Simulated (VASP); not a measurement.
Wanted: the native input for a VASP 6.6.1 run.

| Quantity | Value |
| --- | --- |
| Task | single point |
| Functional | PBE |
| Potentials or basis | VASP PAW PBE potentials, release 64 (Cs_sv, Hf_pv) |
| Cutoff | 520 eV |
| k mesh | 4 × 4 × 4 |
| Occupations | gaussian, width 0.1 eV |
| Spin | no spin polarisation |
| Dipole correction | no |
| Further INCAR settings | ALGO = Normal; EDIFF = 1e-06; NBANDS = 38 |

The structure of CsHf2 lies in POSCAR:

```
CsHf2
1.0
    0.0000000000      4.5653186400      4.5653186400
    4.5653186400      0.0000000000      4.5653186400
    4.5653186400      4.5653186400      0.0000000000
Cs Hf
2 4
Direct
    0.5000000000      0.5000000000      0.5000000000
    0.7500000000      0.7500000000      0.7500000000
    0.6250000000      0.1250000000      0.1250000000
    0.1250000000      0.1250000000      0.1250000000
    0.1250000000      0.1250000000      0.6250000000
    0.1250000000      0.6250000000      0.1250000000
```

One way to write it, as run:

INCAR

```
PREC = Accurate
ENCUT = 520
EDIFF = 1E-6
ISMEAR = 0
SIGMA = 0.1
LREAL = False
LASPH = True
NELM = 80
ALGO = Normal
ISIF = 2
LWAVE = False
LCHARG = True
GGA = PE
LELF = True
LVHAR = True
NBANDS = 38
```

KPOINTS

```
Automatic mesh
0
Gamma
  4 4 4
```

Potentials or basis: VASP PAW PBE potentials, release 64 (Cs_sv, Hf_pv).

Run with:

```console
$ cat potpaw_PBE.64/Cs_sv/POTCAR potpaw_PBE.64/Hf_pv/POTCAR > POTCAR
$ mpirun -np 1 vasp_std > vasp.out
```

It gave:

| Quantity | Value |
| --- | --- |
| Pressure | 0.3 GPa |
| Band gap on the k mesh | zero (band 29 reaches 3.77 eV, above the bottom of band 30 at 3.30 eV) |

Caveat: spin-orbit coupling is left out, which moves the levels of the heavy elements.

Run time: 56 s on 1 thread of Intel(R) Xeon(R) Platinum 8375C CPU @ 2.90GHz (Ice Lake) (shared host), peak memory 0.33 GiB.
